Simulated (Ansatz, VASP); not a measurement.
HC18F: VASP beside Ansatz

```
CELL_PARAMETERS angstrom
7.39800 0.00000 0.00000
-3.69900 6.40686 0.00000
0.00000 0.00000 13.00000
ATOMIC_POSITIONS crystal
C 0.00957 0.98965 0.07225
C 0.23226 0.10084 0.07252
C 0.01123 0.32233 0.07205
C 0.23087 0.43239 0.07213
C 0.00892 0.65421 0.07227
C 0.23328 0.76632 0.07226
C 0.34472 0.98876 0.07237
C 0.56439 0.09879 0.07228
C 0.34239 0.32108 0.07246
C 0.56703 0.43328 0.07229
C 0.34324 0.65662 0.07223
C 0.56573 0.76782 0.07227
C 0.67558 0.98753 0.07224
C 0.89992 0.09969 0.07209
C 0.67662 0.32322 0.07225
C 0.89908 0.43452 0.07218
C 0.67801 0.65572 0.07225
C 0.89767 0.76542 0.07229
F 0.28813 0.23331 0.31268
H 0.29080 0.23490 0.24048
```

Alike in both runs: functional PBE; dispersion D3(BJ); k mesh 2 × 2 × 1; occupations gaussian, width 0.02 eV; no spin polarisation.

Ansatz relaxed the structure, and its values are those at the end. VASP's run is a single point on that final structure, the one shown.

|  | VASP | Ansatz |
| --- | --- | --- |
| version | VASP 6.6.1 | Ansatz 0.2.0 |
| potentials or method | VASP PAW PBE potentials, release 64 (C, F, H), cutoff 520 eV | scalar-relativistic, plane waves, PAW |
| valence electrons in the cell | 80 | 80 |

Ansatz gave:

* gap on the k mesh at the Fermi level (eV): 0.19
* rms of the force components (eV/Å): 0.006

Task: Which values does VASP return?

Result: gap on the k mesh at the Fermi level (eV): 0.19; rms of the force components (eV/Å): 0.057.

Ansatz's warnings: xc potential rough in thin density.

The k mesh is coarse, so the values compare programs but aren't converged.
